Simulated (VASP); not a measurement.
# Pd (P6_3/mmc) in VASP: a series of runs

The runs below take Pd through single point, with PBEsol.

Everything below comes from runs of VASP 6.6.1. Logs are shortened: lines on timing, memory, paths and dates and some standing lists are left out, and cuts for length are marked.

## 1. The cell of the first run

The structure is hexagonal, space group P6_3/mmc (No. 194). Conventional cell: a = 2.624 Å, b = 2.624 Å, c = 10.103 Å, α = 90.00°, β = 90.00°, γ = 120.00°. Pd (site symmetry -3m) has 12 Pd at 2.62 to 2.95 Å within 3.5 Å. Pd (site symmetry -6m2) has 12 Pd at 2.62 to 2.95 Å within 3.5 Å.

## 2. Single point, PBEsol

The input, INCAR:

```
  ALGO = Normal
  EDIFF = 1E-6
  ENCUT = 520
  GGA = PS
  ISIF = 2
  ISMEAR = 1
  LASPH = T
  LCHARG = F
  LREAL = F
  LWAVE = F
  NBANDS = 28
  NELM = 100
  PREC = Accurate
  SIGMA = 0.1
```

The input, KPOINTS:

```
k-points
0
Gamma
  14 14 4
```

The input, POSCAR:

```
Pd
1.0
    2.6244320000      0.0000000000      0.0000000000
   -1.3122160000      2.2728275000      0.0000000000
    0.0000000000      0.0000000000     10.1034792244
Pd
4
Direct
    0.0000000000      0.0000000000      0.0000000000
    0.3333333333      0.6666666667      0.2500000000
    0.0000000000      0.0000000000      0.5000000000
    0.6666666667      0.3333333333      0.7500000000
```

Potentials or basis: VASP PAW PBE potentials, release 64 (Pd).

Run with:

```console
cat potpaw_PBE.64/Pd/POTCAR > POTCAR
mpirun -np 1 vasp_std > vasp.out
```

OUTCAR:

```text
EDIFF = 1E-6
   ENCUT = 520
   GGA = PS
   ISIF = 2
   ISMEAR = 1
   LASPH = T
   LREAL = F
   NELM = 100
   PREC = Accurate

 ion  position               nearest neighbor table
   1  0.000  0.000  0.000-   2 2.95   4 2.95   4 2.95   2 2.95   4 2.95   2 2.95
   2  0.333  0.667  0.250-   1 2.95   3 2.95   1 2.95   3 2.95   1 2.95   3 2.95
   3  0.000  0.000  0.500-   2 2.95   4 2.95   4 2.95   2 2.95   4 2.95   2 2.95
   4  0.667  0.333  0.750-   1 2.95   3 2.95   1 2.95   3 2.95   1 2.95   3 2.95

  LATTYP: Found a hexagonal cell.
 ALAT       =     2.6244320000
 C/A-ratio  =     3.8497774850

  Lattice vectors:

 A1 = (   2.6244320000,   0.0000000000,   0.0000000000)
 A2 = (  -1.3122160000,   2.2728275000,   0.0000000000)
 A3 = (   0.0000000000,   0.0000000000,  10.1034792244)

Analysis of symmetry for initial positions (statically):
=====================================================================
 Subroutine PRICEL returns:
 Original cell was already a primitive cell.

 Routine SETGRP: Setting up the symmetry group for a
 hexagonal supercell.

 Subroutine GETGRP returns: Found 24 space group operations
 (whereof 12 operations were pure point group operations)
 out of a pool of 24 trial point group operations.

The static configuration has the point symmetry D_3d.
 The point group associated with its full space group is D_6h.

Analysis of symmetry for dynamics (positions and initial velocities):
=====================================================================
 Subroutine PRICEL returns:
 Original cell was already a primitive cell.

 Routine SETGRP: Setting up the symmetry group for a
 hexagonal supercell.

 Subroutine GETGRP returns: Found 24 space group operations
 (whereof 12 operations were pure point group operations)
 out of a pool of 24 trial point group operations.

The dynamic configuration has the point symmetry D_3d.
 The point group associated with its full space group is D_6h.

 Subroutine INISYM returns: Found 24 space group operations
 (whereof 12 operations are pure point group operations),
 and found     1 'primitive' translations

----------------------------------------------------------------------------------------

                                     Primitive cell

  volume of cell :      60.2661

[... 85 lines left out ...]
   ICHARG =      2    charge: 1-file 2-atom 10-const
   ISPIN  =      1    spin polarized calculation?
   LNONCOLLINEAR =      F non collinear calculations
   LSORBIT =      F    spin-orbit coupling
   LASPH  =      T    aspherical Exc in radial PAW
   ENCUT  =  520.0 eV  38.22 Ry    6.18 a.u.   4.88  4.88 18.79*2*pi/ulx,y,z
   NELM   =    100;   NELMIN=  2; NELMDL= -5     # of ELM steps
   EDIFF  = 0.1E-05   stopping-criterion for ELM
   LREAL  =      F    real-space projection
   EDIFFG = 0.1E-04   stopping-criterion for IOM
   NSW    =      0    number of steps for IOM
   IBRION =     -1    ionic relax: 0-MD 1-quasi-New 2-CG
   NFREE  =      0    steps in history (QN), initial steepest desc. (CG)
   ISIF   =      2    stress and relaxation
   ISYM   =      2    0-nonsym 1-usesym 2-fastsym
   POTIM  = 0.5000    time-step for ionic-motion
   TEBEG  =    0.0;   TEEND  =   0.0 temperature during run
   PSTRESS=    0.0 pullay stress
   NELECT =      40.0000    total number of electrons
   NUPDOWN=      -1.0000    fix difference up-down
   EMIN   =  10.00;   EMAX   =-10.00  energy-range for DOS
   EFERMI =   0.00;   METHOD = LEGACY
   ISMEAR =     1;   SIGMA  =   0.10  broadening in eV -4-tet -1-fermi 0-gaus
   EFERMI_NEDOS =   21; number of points for ismear=-14 and -15
   IALGO  =     38    algorithm
   IMIX   =      4    mixing-type and parameters
     AMIX     =   0.40;   BMIX     =  1.00
     AMIX_MAG =   1.60;   BMIX_MAG =  1.00
  volume/ion in A,a.u.               =      15.07       101.67
  Fermi-wavevector in a.u.,A,eV,Ry     =   1.428030  2.698585 27.745937  2.039269
  Thomas-Fermi vector in A             =   2.548135
   LORBIT       =      0    0 simple, 1 ext, 2 COOP (PROOUT), +10 PAW based schemes
   GGA     = PS    functional components
   LHFCALC =     F    Hartree Fock is set to
   AEXX    =    0.0000 exact exchange contribution
   IVDW    =     0    specifies the selected vdW correction
   LEPSILON=     F    determine dielectric tensor
   LRPA    =     F    only Hartree local field effects (RPA)
 non-spin polarized calculation
 Methfessel and Paxton  Order N= 1 SIGMA  =   0.10
  energy-cutoff  :      520.00
  volume of cell :       60.27
 maximum number of plane-waves:      1648
 NGX is ok and might be reduce to    20

 number of electron      39.9999994 magnetization

 Free energy of the ion-electron system (eV)
  ---------------------------------------------------
  ext. energy  EPLUGINS =         0.00000000
  ---------------------------------------------------
  free energy    TOTEN  =       -23.25753496 eV

  energy without entropy =      -23.25510463  energy(sigma->0) =      -23.25672485

 E-fermi :   9.3175     XC(G=0): -13.2206

 val. band max:        9.3154890442   @ k =   0.3571   0.1429   0.2500
 cond. band min:       9.3184645979   @ k =   0.3571   0.0714   0.2500
 fundamental gap:      0.0029755537
 Fermi energy:         9.3174691911

 k-point     1 :       0.0000    0.0000    0.0000
  band No.  band energies     occupation
      1       2.1923      2.00000
      2       3.3693      2.00000
      3       3.3773      2.00000
      4       3.7821      2.00000
      5       5.6161      2.00000
      6       6.0482      2.00000
[... 733 lines left out ...]
     27      18.3362      0.00000
     28      19.6168      0.00000

 [... further k-points ...]
[... 5 lines left out ...]
  --------------------------------------------------------------------------------------
  -------------------------------------------------------------------------------------
  Total        2.8602448      2.8602516     -6.7445125      0.0000000      0.0000000      0.0000000
  in kB       76.0398119     76.0399937   -179.3033463      0.0000000      0.0000000      0.0000000
  external PRESSURE =      -9.0745135 kB  Pullay stress =       0.0000000 kB

 VOLUME and BASIS-vectors are now :
 -----------------------------------------------------------------------------
  energy-cutoff  :      520.00
  volume of cell :       60.27
      direct lattice vectors                 reciprocal lattice vectors
     2.624432000  0.000000000  0.000000000     0.381034830  0.219990298  0.000000000
    -1.312216000  2.272827500  0.000000000     0.000000000  0.439980597  0.000000000
     0.000000000  0.000000000 10.103479224     0.000000000  0.000000000  0.098975806

 POSITION                                       TOTAL-FORCE (eV/Angst)
 -----------------------------------------------------------------------------------
      0.00000      0.00000      0.00000        -0.000000      0.000000      0.000000
     -0.00000      1.51522      2.52587        -0.000000     -0.000000     -0.000000
      0.00000      0.00000      5.05174        -0.000000      0.000000      0.000000
      1.31222      0.75761      7.57761         0.000000      0.000000     -0.000000
 -----------------------------------------------------------------------------------
    total drift:                                0.000000     -0.000000      0.000000

  FREE ENERGIE OF THE ION-ELECTRON SYSTEM (eV)
  ---------------------------------------------------
  free  energy   TOTEN  =       -23.2575349609 eV

  energy  without entropy=      -23.2551046301  energy(sigma->0) =      -23.25672485
```

OSZICAR:

```text
N       E                     dE             d eps       ncg     rms          rms(c)
DAV:   1     0.259695256040E+03    0.25970E+03   -0.20066E+04  4032   0.139E+03
DAV:   2    -0.178119823330E+02   -0.27751E+03   -0.26430E+03  4208   0.321E+02
DAV:   3    -0.247088813651E+02   -0.68969E+01   -0.67754E+01  4604   0.549E+01
DAV:   4    -0.247667808446E+02   -0.57899E-01   -0.57879E-01  4408   0.486E+00
DAV:   5    -0.247677510108E+02   -0.97017E-03   -0.97015E-03  4412   0.684E-01    0.164E+01
DAV:   6    -0.233314598566E+02    0.14363E+01   -0.39907E+00  4296   0.155E+01    0.741E+00
DAV:   7    -0.232736280531E+02    0.57832E-01   -0.91564E-02  4384   0.205E+00    0.336E+00
DAV:   8    -0.233612088930E+02   -0.87581E-01   -0.75145E-01  4280   0.692E+00    0.346E+00
DAV:   9    -0.232577998264E+02    0.10341E+00   -0.56293E-01  4216   0.568E+00    0.247E-01
DAV:  10    -0.232575366343E+02    0.26319E-03   -0.59535E-03  4244   0.507E-01    0.716E-02
DAV:  11    -0.232575305502E+02    0.60842E-05   -0.16109E-04  4412   0.823E-02    0.342E-02
DAV:  12    -0.232575352833E+02   -0.47331E-05   -0.78801E-06  4312   0.241E-02    0.589E-03
DAV:  13    -0.232575349609E+02    0.32239E-06   -0.46133E-07  2296   0.539E-03
   1 F= -.23257535E+02 E0= -.23256725E+02  d E =-.243033E-02
```

It took 2.8 min on 1 thread of Intel Xeon Platinum 8259CL at 2.50GHz (Skylake/Cascade Lake), shared host; peak memory 0.22 GiB.

Results:

```
Free energy            : -23.2575 eV
Pressure               : -0.9 GPa
Band gap on the k mesh : zero (band 20 reaches 9.81 eV, above the bottom of band 21 at 8.72 eV)
```

Caveat: the PAW data sets were made with another functional, which shifts forces and pressure a little.

## 3. Single point, PBEsol

This run uses another cell than the first one, of the same volume but with other edges.

The input, INCAR:

```
  PREC = Accurate
  ENCUT = 520
  EDIFF = 1E-6
  ISMEAR = 1
  SIGMA = 0.1
  LREAL = False
  LASPH = True
  NELM = 60
  ALGO = Normal
  ISIF = 2
  LWAVE = False
  LCHARG = False
  GGA = PS
  NBANDS = 28
```

The input, KPOINTS:

```
regular mesh
0
Gamma
  14 14 4
```

The input, POSCAR:

```
Pd
1.0
    2.6934960000      0.0000000000      0.0000000000
   -1.3467480000      2.3326387500      0.0000000000
    0.0000000000      0.0000000000      9.5919947403
Pd
4
Direct
    0.0000000000      0.0000000000      0.0000000000
    0.3333333333      0.6666666667      0.2500000000
    0.0000000000      0.0000000000      0.5000000000
    0.6666666667      0.3333333333      0.7500000000
```

Potentials or basis: VASP PAW PBE potentials, release 64 (Pd).

Run with:

```console
cat potpaw_PBE.64/Pd/POTCAR > POTCAR
mpirun -np 1 vasp_std > vasp.out
```

It took 2.9 min on 1 thread of Intel Xeon Platinum 8259CL at 2.50GHz (Skylake/Cascade Lake), shared host; peak memory 0.23 GiB.

The run converged. Its results:

| Item | Value |
| --- | --- |
| Free energy | -23.6117 eV |
| Pressure | -5.1 GPa |
| Band gap on the k mesh | zero (band 20 reaches 9.61 eV, above the bottom of band 21 at 8.64 eV) |

Stress tensor (GPa, compression positive):
```
 -1.37   0.00   0.00
  0.00  -1.37   0.00
  0.00   0.00 -12.55
```

Levels at points of the mesh, in eV from the Fermi level:
```csv
k point,band 16,band 17,band 18,band 19,band 20,band 21,band 22,band 23,band 24,band 25
"(0.00, 0.00, 0.00)",-1.21,-1.21,-0.80,-0.80,-0.63,-0.63,-0.16,-0.16,0.27,5.87
"(0.50, 0.00, 0.00)",0.13,0.20,0.25,0.27,0.32,1.58,2.42,3.75,4.25,7.96
"(0.00, 0.00, 0.50)",-1.35,-1.06,-1.06,-1.06,-1.06,-0.33,-0.33,-0.33,-0.33,8.27
"(0.50, 0.00, 0.50)",-0.53,0.22,0.22,0.30,0.30,2.52,2.52,3.85,3.85,8.07
```

Caveat: the PAW data sets were made with another functional, which shifts forces and pressure a little.

## 4. Single point, PBEsol

This run uses another cell than the first one, of the same volume but with other edges.

The input, INCAR:

```
PREC     = Accurate       # precision mode
ENCUT    = 520            # plane-wave cutoff, eV
EDIFF    = 1E-6           # SCF threshold, eV
ISMEAR   = 1              # smearing method
SIGMA    = 0.1            # smearing width, eV
LREAL    = False          # projectors in reciprocal space
LASPH    = True           # aspherical terms in the spheres
NELM     = 100            # most SCF steps
ALGO     = Normal         # electronic algorithm
ISIF     = 2              # what is computed and relaxed
LWAVE    = False          # write WAVECAR
LCHARG   = False          # write CHGCAR
GGA      = PS             # functional
NBANDS   = 28             # bands
```

KPOINTS is that of step 3.

The input, POSCAR:

```
Pd
1.0
    2.7625600000      0.0000000000      0.0000000000
   -1.3812800000      2.3924500000      0.0000000000
    0.0000000000      0.0000000000      9.1183900000
Pd
4
Direct
    0.0000000000      0.0000000000      0.0000000000
    0.3333333333      0.6666666667      0.2500000000
    0.0000000000      0.0000000000      0.5000000000
    0.6666666667      0.3333333333      0.7500000000
```

Run with:

```console
cat potpaw_PBE.64/Pd/POTCAR > POTCAR
mpirun -np 1 vasp_std > vasp.out
```

It took 2.8 min on 1 thread of Intel Xeon Platinum 8259CL at 2.50GHz (Skylake/Cascade Lake), shared host; peak memory 0.23 GiB.

The run converged. Its results:

- Free energy: -23.7178 eV
- Pressure: -6.5 GPa
- Band gap on the k mesh: zero (band 20 reaches 9.47 eV, above the bottom of band 21 at 8.58 eV)

Stress tensor (GPa, compression positive):
```
-6.32  0.00  0.00
 0.00 -6.32  0.00
 0.00  0.00 -6.76
```

Levels at points of the mesh, in eV from the Fermi level:
```csv
k point,band 16,band 17,band 18,band 19,band 20,band 21,band 22,band 23,band 24,band 25
"(0.00, 0.00, 0.00)",-1.46,-1.46,-1.02,-1.02,-0.67,-0.67,-0.12,-0.12,0.88,6.93
"(0.50, 0.00, 0.00)",0.02,0.08,0.17,0.19,0.20,1.41,2.34,3.64,4.10,7.72
"(0.00, 0.00, 0.50)",-1.25,-1.25,-1.25,-0.95,-0.95,-0.36,-0.36,-0.36,-0.36,9.58
"(0.50, 0.00, 0.50)",-0.49,0.03,0.03,0.18,0.18,2.42,2.42,3.77,3.77,7.91
```

Caveat: the PAW data sets were made with another functional, which shifts forces and pressure a little.

[end of part 1 of 2]
